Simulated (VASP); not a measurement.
A run of VASP 6.6.1:

The input POSCAR:

```
Ga3Sn
1.0
    0.0000000000      3.4666295400      3.4666295400
    3.4666295400      0.0000000000      3.4666295400
    3.4666295400      3.4666295400      0.0000000000
Ga Sn
3 1
Direct
    0.2500000000      0.2500000000      0.2500000000
    0.7500000000      0.7500000000      0.7500000000
    0.5000000000      0.5000000000      0.5000000000
    0.0000000000      0.0000000000      0.0000000000
```

Contents of INCAR.step1:

```
SYSTEM = Ga3Sn
PREC = Accurate
ENCUT = 520
ISMEAR = 0
SIGMA = 0.1
LREAL = .FALSE.
LASPH = .TRUE.
NELM = 60
NBANDS = 34
GGA = PE
ALGO = Normal
EDIFF = 1E-4
LWAVE = .TRUE.
LCHARG = .FALSE.
```

Contents of INCAR.step2:

```
SYSTEM = Ga3Sn
PREC = Accurate
ENCUT = 520
EDIFF = 1E-6
ISMEAR = 0
SIGMA = 0.1
LREAL = .FALSE.
LASPH = .TRUE.
NELM = 60
ALGO = Normal
ISIF = 2
LWAVE = .FALSE.
LCHARG = .FALSE.
METAGGA = R2SCAN
LMIXTAU = .TRUE.
NBANDS = 34
ISTART = 1
```

KPOINTS

```
Automatic mesh
0
G
  6 6 6
  0 0 0
```

Potentials or basis: VASP PAW PBE potentials, release 64 (Ga_d, Sn_d).

The run is started by

```console
$ cat potpaw_PBE.64/Ga_d/POTCAR potpaw_PBE.64/Sn_d/POTCAR > POTCAR
$ cp INCAR.step1 INCAR
$ mpirun -np 1 vasp_std > vasp.out
$ cp INCAR.step2 INCAR
$ mpirun -np 1 vasp_std > vasp.out
```

Hardware: 1 thread of Intel(R) Xeon(R) Platinum 8559C (Emerald Rapids), on a shared host.

Task: How long does it take, and how much memory?

Result: Wall time 120 s on 1 thread of Intel(R) Xeon(R) Platinum 8559C (Emerald Rapids), with other jobs on the host, peak memory 0.23 GiB. Counts: k points 16.
